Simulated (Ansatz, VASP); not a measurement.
One calculation of GaSbTe2S, two programs

```
Ga Sb Te S
1.0
     4.56904    0.00000    0.00000
    -2.28452    3.95690    0.00000
     0.00000    0.00000    7.82973
Ga Sb Te S
1 1 2 1
Direct
  0.66667 0.33333 0.61163
  0.00000 0.00000 0.02616
  0.33333 0.66667 0.73381
  0.66667 0.33333 0.27174
  0.33333 0.66667 0.35665
```

Change from the starting cell: species swapped into the NaLiZnS2 type (P3m1, No. 156).

Alike in both runs: task relaxation of cell and atoms; functional PBE; k mesh 6 × 6 × 2; occupations gaussian, width 0.1 eV; no spin polarisation.

|  | VASP | Ansatz |
| --- | --- | --- |
| version | VASP 6.6.1 | Ansatz 0.2.0 |
| potentials or method | VASP PAW PBE potentials, release 64 (Ga_d, Sb, Te, S), cutoff 600 eV | scalar-relativistic, plane waves, PAW |
| valence electrons in the cell | 36 | 66 |

```tsv
	VASP	Ansatz	Ansatz less VASP
gap on the k mesh at the Fermi level, each at its own relaxed structure (eV)	none	none	-
relaxed volume (Å³/atom)	32.56	29.40	-3.158
relaxed length of the cell vector where the two differ most in proportion (Å)	11.397	10.791	-0.6054
```

A gap of «none» marks a metal or a gap that the smearing closes. One of these differences is far larger than is usual between the two programs; its cause wasn't traced. VASP's potentials hold 36 valence electrons a cell and Ansatz's 66, so a difference there can come from the potentials and not from the codes.

The k mesh is coarse, so the values compare programs but aren't converged. Spin-orbit coupling is off throughout.
